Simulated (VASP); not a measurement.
# SiO2 (P4_2/nmc) in VASP: settings compared

SiO2 is run at these levels: PBE, r2SCAN, PBEsol; tasks: single point, relaxation of cell and atoms.

Program: VASP 6.6.1. These are calculated values, not measurements. Logs are shortened: lines on timing, memory, paths and dates and some standing lists are left out, and cuts for length are marked.

### 1 The cell of the first run

Symmetry: P4_2/nmc, No. 137, tetragonal system. Conventional cell: a = 2.836 Å, b = 2.836 Å, c = 9.615 Å, α = 90.00°, β = 90.00°, γ = 90.00°. Within 2.2 Å of Si (site symmetry -4m2) lie 4 O at 1.66 Å. Within 2.2 Å of O (site symmetry 2mm) lie 2 Si at 1.66 Å.

### 2 Single point, PBE

INCAR reads:

```
SYSTEM = SiO2
ALGO = Normal ; EDIFF = 1E-6
ENCUT = 520 ; GGA = PE
ISIF = 2 ; ISMEAR = -1
LASPH = .True. ; LCHARG = .False.
LREAL = .False. ; LWAVE = .False.
NBANDS = 25 ; NELM = 100
PREC = Accurate ; SIGMA = 0.02
```

KPOINTS reads:

```
k-points
0
Gamma
  8 8 6
  0 0 0
```

POSCAR reads:

```
SiO2
1.0
    2.8364651460      0.0000000000      0.0000000000
    0.0000000000      2.8364651460      0.0000000000
    0.0000000000      0.0000000000      9.6148461023
Si O
2 4
Direct
    0.0000000000      0.0000000000      0.0000000000
    0.5000000000      0.5000000000      0.5000000000
    0.0000000000      0.5000000000      0.4108616775
    0.0000000000      0.5000000000      0.9108616775
    0.5000000000      0.0000000000      0.5891383225
    0.5000000000      0.0000000000      0.0891383225
```

Potentials or basis: VASP PAW PBE potentials, release 64 (Si, O).

Command:

```console
cat potpaw_PBE.64/Si/POTCAR potpaw_PBE.64/O/POTCAR > POTCAR
mpirun -np 1 vasp_std > vasp.out
```

OUTCAR:

```text
SYSTEM = SiO2
   EDIFF = 1E-6
   ENCUT = 520
   GGA = PE
   ISIF = 2
   ISMEAR = -1
   LASPH = .True.
   LREAL = .False.
   NELM = 100
   PREC = Accurate

 ion  position               nearest neighbor table
   1  0.000  0.000  0.000-   4 1.66   6 1.66   4 1.66   6 1.66
   2  0.500  0.500  0.500-   3 1.66   5 1.66   5 1.66   3 1.66
   3  0.000  0.500  0.411-   2 1.66   2 1.66
   4  0.000  0.500  0.911-   1 1.66   1 1.66
   5  0.500  0.000  0.589-   2 1.66   2 1.66
   6  0.500  0.000  0.089-   1 1.66   1 1.66

  LATTYP: Found a simple tetragonal cell.
 ALAT       =     2.8364651460
 C/A-ratio  =     3.3897282735

  Lattice vectors:

 A1 = (   2.8364651460,   0.0000000000,   0.0000000000)
 A2 = (   0.0000000000,   2.8364651460,   0.0000000000)
 A3 = (   0.0000000000,   0.0000000000,   9.6148461023)

Analysis of symmetry for initial positions (statically):
=====================================================================
 Subroutine PRICEL returns:
 Original cell was already a primitive cell.

 Routine SETGRP: Setting up the symmetry group for a
 simple tetragonal supercell.

 Subroutine GETGRP returns: Found 16 space group operations
 (whereof  8 operations were pure point group operations)
 out of a pool of 16 trial point group operations.

The static configuration has the point symmetry D_2d.
 The point group associated with its full space group is D_4h.

Analysis of symmetry for dynamics (positions and initial velocities):
=====================================================================
 Subroutine PRICEL returns:
 Original cell was already a primitive cell.

 Routine SETGRP: Setting up the symmetry group for a
 simple tetragonal supercell.

 Subroutine GETGRP returns: Found 16 space group operations
 (whereof  8 operations were pure point group operations)
 out of a pool of 16 trial point group operations.

The dynamic configuration has the point symmetry D_2d.
 The point group associated with its full space group is D_4h.

 Subroutine INISYM returns: Found 16 space group operations
 (whereof  8 operations are pure point group operations),
 and found     1 'primitive' translations

----------------------------------------------------------------------------------------

                                     Primitive cell

  volume of cell :      77.3566

  direct lattice vectors                    reciprocal lattice vectors
     2.836465146  0.000000000  0.000000000     0.352551485  0.000000000  0.000000000
     0.000000000  2.836465146  0.000000000     0.000000000  0.352551485  0.000000000
     0.000000000  0.000000000  9.614846102     0.000000000  0.000000000  0.104005825

  length of vectors
     2.836465146  2.836465146  9.614846102     0.352551485  0.352551485  0.104005825

  position of ions in fractional coordinates (direct lattice)
     0.000000000  0.000000000  0.000000000
     0.500000000  0.500000000  0.500000000
     0.000000000  0.500000000  0.410861678
     0.000000000  0.500000000  0.910861678
     0.500000000  0.000000000  0.589138322
     0.500000000  0.000000000  0.089138322

  ion indices of the primitive-cell ions
   primitive index   ion index
                 1           1
                 2           2
                 3           3
                 4           4
                 5           5
                 6           6

----------------------------------------------------------------------------------------

 KPOINTS: k-points

Automatic generation of k-mesh.
 Grid dimensions read from file:
 generate k-points for:    8    8    6

 Generating k-lattice:

  Cartesian coordinates                     Fractional coordinates (reciprocal lattice)
     0.044068936  0.000000000  0.000000000     0.125000000  0.000000000  0.000000000
     0.000000000  0.044068936  0.000000000     0.000000000  0.125000000  0.000000000
     0.000000000  0.000000000  0.017334304     0.000000000  0.000000000  0.166666667

  Length of vectors
     0.044068936  0.044068936  0.017334304

  Shift w.r.t. Gamma in fractional coordinates (k-lattice)
     0.000000000  0.000000000  0.000000000

 Subroutine IBZKPT returns following result:
 ===========================================

 Found     60 irreducible k-points:

 Following reciprocal coordinates:
            Coordinates               Weight
  0.000000  0.000000  0.000000      1.000000
  0.125000  0.000000  0.000000      4.000000
  0.250000  0.000000  0.000000      4.000000
  0.375000  0.000000  0.000000      4.000000
  0.500000  0.000000  0.000000      2.000000
  0.125000  0.125000  0.000000      4.000000
[... 16 lines left out ...]
  0.375000  0.125000  0.166667     16.000000
  0.500000  0.125000  0.166667      8.000000
 [... further k-points ...]
   k-points           NKPTS =     60   k-points in BZ     NKDIM =     60   number of bands    NBANDS=     25
   number of dos      NEDOS =    301   number of ions     NIONS =      6
   total plane-waves  NPLWV =  41472
   dimension x,y,z NGX =    24 NGY =   24 NGZ =   72
   dimension x,y,z NGXF=    48 NGYF=   48 NGZF=  144
   ions per type =               2   4
   NGX,Y,Z   is equivalent  to a cutoff of  14.07, 14.07, 12.45 a.u.
   NGXF,Y,Z  is equivalent  to a cutoff of  28.13, 28.13, 24.90 a.u.
 SYSTEM =  SiO2
   PREC   = accura    normal or accurate (medium, high low for compatibility)
   ISTART =      0    job   : 0-new  1-cont  2-samecut
   ICHARG =      2    charge: 1-file 2-atom 10-const
   ISPIN  =      1    spin polarized calculation?
   LNONCOLLINEAR =      F non collinear calculations
   LSORBIT =      F    spin-orbit coupling
   LASPH  =      T    aspherical Exc in radial PAW
   ENCUT  =  520.0 eV  38.22 Ry    6.18 a.u.   5.27  5.27 17.88*2*pi/ulx,y,z
   NELM   =    100;   NELMIN=  2; NELMDL= -5     # of ELM steps
   EDIFF  = 0.1E-05   stopping-criterion for ELM
   LREAL  =      F    real-space projection
   EDIFFG = 0.1E-04   stopping-criterion for IOM
   NSW    =      0    number of steps for IOM
   IBRION =     -1    ionic relax: 0-MD 1-quasi-New 2-CG
   NFREE  =      0    steps in history (QN), initial steepest desc. (CG)
   ISIF   =      2    stress and relaxation
   ISYM   =      2    0-nonsym 1-usesym 2-fastsym
   POTIM  = 0.5000    time-step for ionic-motion
   TEBEG  =    0.0;   TEEND  =   0.0 temperature during run
   PSTRESS=    0.0 pullay stress
   NELECT =      32.0000    total number of electrons
   NUPDOWN=      -1.0000    fix difference up-down
   EMIN   =  10.00;   EMAX   =-10.00  energy-range for DOS
   EFERMI =   0.00;   METHOD = LEGACY
   ISMEAR =    -1;   SIGMA  =   0.02  broadening in eV -4-tet -1-fermi 0-gaus
   EFERMI_NEDOS =   21; number of points for ismear=-14 and -15
   IALGO  =     38    algorithm
   IMIX   =      4    mixing-type and parameters
     AMIX     =   0.40;   BMIX     =  1.00
     AMIX_MAG =   1.60;   BMIX_MAG =  1.00
  volume/ion in A,a.u.               =      12.89        87.00
  Fermi-wavevector in a.u.,A,eV,Ry     =   1.219811  2.305108 20.244625  1.487938
  Thomas-Fermi vector in A             =   2.355050
   LORBIT       =      0    0 simple, 1 ext, 2 COOP (PROOUT), +10 PAW based schemes
   GGA     = PE    functional components
   LHFCALC =     F    Hartree Fock is set to
   AEXX    =    0.0000 exact exchange contribution
   IVDW    =     0    specifies the selected vdW correction
   LEPSILON=     F    determine dielectric tensor
   LRPA    =     F    only Hartree local field effects (RPA)
 non-spin polarized calculation
  energy-cutoff  :      520.00
  volume of cell :       77.36
 maximum number of plane-waves:      2115
 NGX is ok and might be reduce to    24
   NGX = 11   NGY = 11   NGZ = 35

 number of electron      32.0000018 magnetization

 Free energy of the ion-electron system (eV)
  ---------------------------------------------------
  ext. energy  EPLUGINS =         0.00000000
  ---------------------------------------------------
  free energy    TOTEN  =       -45.94291832 eV

  energy without entropy =      -45.94291832  energy(sigma->0) =      -45.94291832

 E-fermi :   1.3326     XC(G=0):  -9.0919

 val. band max:        0.8913796717   @ k =   0.2500   0.2500   0.0000
 cond. band min:       5.9251620173   @ k =   0.0000   0.0000   0.0000
 fundamental gap:      5.0337823457
 Fermi energy:         1.3326050510

 k-point     1 :       0.0000    0.0000    0.0000
  band No.  band energies     occupation
      1     -18.7082      2.00000
      2     -18.6769      2.00000
      3     -16.1950      2.00000
      4     -16.1413      2.00000
      5      -3.2198      2.00000
      6      -3.2198      2.00000
[... 17 lines left out ...]
     24      15.0615      0.00000
     25      16.4133      0.00000

 k-point     2 :       0.1250    0.0000    0.0000
  band No.  band energies     occupation
      1     -18.5650      2.00000
      2     -18.5348      2.00000
      3     -16.1995      2.00000
      4     -16.1514      2.00000
      5      -3.9905      2.00000
      6      -3.9512      2.00000
[... 17 lines left out ...]
     24      15.0270      0.00000
     25      16.0254      0.00000

 k-point     3 :       0.2500    0.0000    0.0000
  band No.  band energies     occupation
      1     -18.1639      2.00000
      2     -18.1378      2.00000
      3     -16.2584      2.00000
      4     -16.2244      2.00000
      5      -5.2329      2.00000
      6      -5.1872      2.00000
[... 17 lines left out ...]
     24      14.7978      0.00000
     25      15.1017      0.00000

 k-point     4 :       0.3750    0.0000    0.0000
  band No.  band energies     occupation
      1     -17.5997      2.00000
      2     -17.5818      2.00000
      3     -16.4679      2.00000
      4     -16.4533      2.00000
      5      -6.1656      2.00000
      6      -6.1380      2.00000
[... 17 lines left out ...]
     24      14.2303      0.00000
     25      14.3316      0.00000
[... 477 lines left out ...]
 k-point    22 :       0.2500    0.1250    0.1667
  band No.  band energies     occupation
      1     -18.0317      2.00000
      2     -18.0101      2.00000
      3     -16.2418      2.00000
      4     -16.2148      2.00000
      5      -5.1800      2.00000
      6      -5.1566      2.00000
[... 17 lines left out ...]
     24      14.3344      0.00000
     25      14.6690      0.00000

 k-point    23 :       0.3750    0.1250    0.1667
  band No.  band energies     occupation
      1     -17.4847      2.00000
      2     -17.4697      2.00000
      3     -16.4279      2.00000
      4     -16.4161      2.00000
      5      -6.1357      2.00000
      6      -6.1204      2.00000
[... 17 lines left out ...]
     24      13.9607      0.00000
     25      14.4079      0.00000

 k-point    24 :       0.5000    0.1250    0.1667
  band No.  band energies     occupation
      1     -17.0520      2.00000
      2     -17.0520      2.00000
      3     -16.6996      2.00000
      4     -16.6996      2.00000
      5      -6.4794      2.00000
      6      -6.4794      2.00000
[... 17 lines left out ...]
     24      13.8090      0.00000
     25      14.2644      0.00000

 [... further k-points ...]
[... 5 lines left out ...]
  --------------------------------------------------------------------------------------
  -------------------------------------------------------------------------------------
  Total        0.2179606      0.2179606     -0.0257897      0.0000000      0.0000000      0.0000000
  in kB        4.5143088      4.5143088     -0.5341449      0.0000000      0.0000000      0.0000000
  external PRESSURE =       2.8314909 kB  Pullay stress =       0.0000000 kB

 VOLUME and BASIS-vectors are now :
 -----------------------------------------------------------------------------
  energy-cutoff  :      520.00
  volume of cell :       77.36
      direct lattice vectors                 reciprocal lattice vectors
     2.836465146  0.000000000  0.000000000     0.352551485  0.000000000  0.000000000
     0.000000000  2.836465146  0.000000000     0.000000000  0.352551485  0.000000000
     0.000000000  0.000000000  9.614846102     0.000000000  0.000000000  0.104005825

 POSITION                                       TOTAL-FORCE (eV/Angst)
 -----------------------------------------------------------------------------------
      0.00000      0.00000      0.00000        -0.000000      0.000000      0.000000
      1.41823      1.41823      4.80742         0.000000     -0.000000      0.000000
      0.00000      1.41823      3.95037        -0.000000     -0.000000     -0.020032
      0.00000      1.41823      8.75779        -0.000000      0.000000     -0.020032
      1.41823      0.00000      5.66447         0.000000      0.000000      0.020032
      1.41823      0.00000      0.85705        -0.000000      0.000000      0.020032
 -----------------------------------------------------------------------------------
    total drift:                                0.000000      0.000000      0.000000

  FREE ENERGIE OF THE ION-ELECTRON SYSTEM (eV)
  ---------------------------------------------------
  free  energy   TOTEN  =       -45.9429183173 eV

  energy  without entropy=      -45.9429183172  energy(sigma->0) =      -45.94291832
```

It took 35 s on 1 thread of Intel Xeon 6975P-C (Granite Rapids), shared host; peak memory 0.23 GiB.

Results:

```
Free energy            : -45.9429 eV
Pressure               : 0.3 GPa
Largest force          : 0.020 eV/Å
Band gap on the k mesh : 5.03 eV, indirect (least direct gap 5.33 eV)
```

Forces on the atoms (eV/Å):
```
Si   0.000  0.000  0.000
Si   0.000  0.000  0.000
O    0.000  0.000 -0.020
O    0.000  0.000 -0.020
O    0.000  0.000  0.020
O    0.000  0.000  0.020
```

Stress tensor (GPa, compression positive):
```
 0.45  0.00  0.00
 0.00  0.45  0.00
 0.00  0.00 -0.05
```

### 3 Single point, r2SCAN

This run uses another cell than the first one, of 10.89 Å³/atom, 0.845 times its volume.

POSCAR reads:

```
SiO2
1.0
    2.8254041668      0.0000000000      0.0000000000
    0.0000000000      2.8254041668      0.0000000000
    0.0000000000      0.0000000000      8.1886518438
Si O
2 4
Direct
    0.0000000000      0.0000000000      0.0000000000
    0.5000000000      0.5000000000      0.5000000000
    0.0000000000      0.5000000000      0.3979541675
    0.0000000000      0.5000000000      0.8979541675
    0.5000000000      0.0000000000      0.6020458325
    0.5000000000      0.0000000000      0.1020458325
```

INCAR.step1 reads:

```
ALGO = Normal
EDIFF = 1E-4
ENCUT = 520
GGA = PE
ISMEAR = 0
LASPH = T
LCHARG = F
LREAL = F
LWAVE = T
NBANDS = 25
NELM = 80
PREC = Accurate
SIGMA = 0.01
```

INCAR.step2 reads:

```
ALGO = Normal
EDIFF = 1E-7
ENCUT = 520
ISIF = 2
ISMEAR = 0
ISTART = 1
LASPH = T
LCHARG = F
LMIXTAU = T
LREAL = F
LWAVE = F
METAGGA = R2SCAN
NBANDS = 25
NELM = 80
PREC = Accurate
SIGMA = 0.01
```

KPOINTS reads:

```
k-points
0
Gamma
  10 10 4
```

Potentials or basis: VASP PAW PBE potentials, release 64 (Si, O).

Command:

```console
cat potpaw_PBE.64/Si/POTCAR potpaw_PBE.64/O/POTCAR > POTCAR
cp INCAR.step1 INCAR
mpirun -np 1 vasp_std > vasp.out
cp INCAR.step2 INCAR
mpirun -np 1 vasp_std > vasp.out
```

It took 2 min on 1 thread of Intel Xeon 6975P-C (Granite Rapids), shared host; peak memory 0.23 GiB.

Results (log left out):

```yaml
Free_energy: -58.0930 eV
Pressure: 0.5 GPa
Largest_force: 0.027 eV/Å
Band_gap_on_the_k_mesh: 5.96 eV, indirect (least direct gap 6.30 eV)
```

Forces in eV/Å, atoms in the order of the input:
```
Si   0.000  0.000  0.000
Si   0.000  0.000  0.000
O    0.000  0.000 -0.027
O    0.000  0.000 -0.027
O    0.000  0.000  0.027
O    0.000  0.000  0.027
```

Stress tensor (GPa, compression positive):
```
 0.74  0.00  0.00
 0.00  0.74  0.00
 0.00  0.00 -0.10
```

Levels at points of the mesh, in eV from the valence-band top:
| k point | band 13 | band 14 | band 15 | band 16 | band 17 | band 18 | band 19 | band 20 |
| --- | --- | --- | --- | --- | --- | --- | --- | --- |
| (0.00, 0.00, 0.00) | -0.55 | -0.55 | -0.35 | -0.35 | 5.96 | 7.47 | 7.52 | 8.31 |
| (0.50, 0.00, 0.00) | -0.64 | -0.64 | -0.32 | -0.32 | 9.18 | 9.18 | 11.33 | 11.33 |
| (0.50, 0.50, 0.00) | -2.13 | -2.13 | -0.68 | -0.68 | 8.11 | 8.11 | 9.53 | 9.53 |
| (0.00, 0.00, 0.50) | -0.53 | -0.53 | -0.36 | -0.36 | 6.68 | 6.68 | 7.88 | 7.88 |
| (0.50, 0.00, 0.50) | -0.72 | -0.72 | -0.32 | -0.32 | 9.21 | 9.21 | 11.54 | 11.54 |
| (0.50, 0.50, 0.50) | -2.31 | -2.31 | -0.69 | -0.69 | 8.78 | 8.78 | 8.78 | 8.78 |

Caveat: the PAW data sets were made with another functional, which shifts forces and pressure a little.

(Continued in part 2 of 2.)
